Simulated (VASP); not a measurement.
Wanted: the native input for a VASP 6.6.1 run.

* Task: single point
* Functional: PBEsol
* Potentials or basis: VASP PAW PBE potentials, release 64 (B, N)
* Cutoff: 520 eV
* k mesh: 6 × 6 × 10
* Occupations: gaussian, width 0.05 eV
* Spin: no spin polarisation
* Dipole correction: no
* Further INCAR settings: ALGO = Normal; EDIFF = 1e-07; NBANDS = 26

The structure of BN lies in POSCAR:

```
BN
1.0
    4.2663000000      0.0000000000      0.0000000000
    0.0000000000      4.2663000000      0.0000000000
    0.0000000000      0.0000000000      2.2335000000
B N
4 4
Direct
    0.1741337327      0.8258662673      0.5000000000
    0.3258662673      0.3258662673      0.0000000000
    0.6741337327      0.6741337327      0.0000000000
    0.8258662673      0.1741337327      0.5000000000
    0.8123909516      0.8123909516      0.5000000000
    0.3123909516      0.6876090484      0.0000000000
    0.6876090484      0.3123909516      0.0000000000
    0.1876090484      0.1876090484      0.5000000000
```

One way to write it, as run:

INCAR

```
SYSTEM = BN
PREC = Accurate ; ENCUT = 520
EDIFF = 1E-7 ; ISMEAR = 0
SIGMA = 0.05 ; LREAL = .FALSE.
LASPH = .TRUE. ; NELM = 100
ALGO = Normal ; ISIF = 2
LWAVE = .FALSE. ; LCHARG = .TRUE.
GGA = PS ; LELF = .TRUE.
LVHAR = .TRUE. ; NBANDS = 26
```

KPOINTS

```
Automatic mesh
0
G
  6 6 10
  0 0 0
```

Potentials or basis: VASP PAW PBE potentials, release 64 (B, N).

The run is started by

```sh
$ cat potpaw_PBE.64/B/POTCAR potpaw_PBE.64/N/POTCAR > POTCAR
$ mpirun -np 1 vasp_std > vasp.out
```

Results of the run:

| Item | Value |
| --- | --- |
| Pressure | 108.0 GPa |
| Largest force | 1.722 eV/Å |
| Band gap on the k mesh | 3.99 eV, indirect (least direct gap 5.84 eV) |

Caveat: the PAW data sets were made with another functional, which shifts forces and pressure a little.

Run time: 18 s on 1 thread of Intel(R) Xeon(R) 6975P-C (Granite Rapids) (shared host), peak memory 0.17 GiB.
